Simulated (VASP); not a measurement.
## BaO3: single point with PBE

The system is BaO3.

```xyz
4
Lattice="0.0000 3.1722 3.1722 3.1722 0.0000 3.1722 3.1722 3.1722 0.0000" Properties=species:S:1:pos:R:3 pbc="T T T"
Ba    3.1722    3.1722    3.1722
O     1.5861    1.5861    1.5861
O     4.7582    4.7582    4.7582
O     0.0000    0.0000    0.0000
```

The cell was generated, and may not be a known phase.

- Program: VASP 6.6.1
- Task: single point
- Functional: PBE
- Potentials or basis: VASP PAW PBE potentials, release 64 (Ba_sv, O_h)
- Cutoff: 1340 eV
- k mesh: 6 × 6 × 6
- Occupations: gaussian, width 0.1 eV
- Spin: no spin polarisation
- Dipole correction: no
- Further INCAR settings: ALGO = Normal; EDIFF = 1e-06; NBANDS = 22

```json
{
  "Pressure": "-3.7 GPa",
  "Band gap on the k mesh": "zero (bands 14 and 15 overlap by 0.53 eV)"
}
```

Levels at points of the mesh, in eV from the Fermi level:
```csv
k point,band 12,band 13,band 14,band 15,band 16,band 17
"(0.00, 0.00, 0.00)",-1.54,-1.54,0.41,0.41,0.41,7.65
"(0.50, 0.00, 0.00)",-0.42,-0.42,-0.12,-0.12,0.03,9.08
"(0.50, 0.50, 0.00)",-0.52,-0.52,-0.22,0.26,0.26,8.06
```

It took 110 s on 1 thread of Intel(R) Xeon(R) Platinum 8375C CPU @ 2.90GHz (Ice Lake) (shared host), peak memory 0.43 GiB.

Caveat: the cell stands under tension; spin-orbit coupling is left out, which moves the levels of the heavy elements.
